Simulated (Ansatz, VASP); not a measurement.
Two plane-wave programs on AlN

```
Al N
1.0
     3.08863    0.00000    0.00000
     1.54432    2.67483    0.00000
     1.54432    0.89161    2.52186
Al N
1 1
Direct
  0.99911 0.01282 0.00042
  0.74919 0.76290 0.75016
```

Alike in both runs: functional PBE; k mesh 5 × 5 × 5; no spin polarisation.

Ansatz relaxed the structure, and its values are those at the end. VASP's run is a single point on that final structure, the one shown.

|  | VASP | Ansatz |
| --- | --- | --- |
| version | VASP 6.6.1 | Ansatz 0.2.0 |
| potentials or method | VASP PAW PBE potentials, release 64 (Al, N), cutoff 600 eV | plane waves, PAW |
| occupations | gaussian, width 0.01 eV | fixed |
| valence electrons in the cell | 8 | 8 |

|  | VASP | Ansatz | Ansatz less VASP |
| --- | --- | --- | --- |
| gap on the k mesh at the Fermi level (eV) | 3.89 | 3.90 | +0.007 |
| rms of the force components (eV/Å) | 0.006 | 0.006 | 0.0000 |

The k mesh is coarse, so the values compare programs but aren't converged.
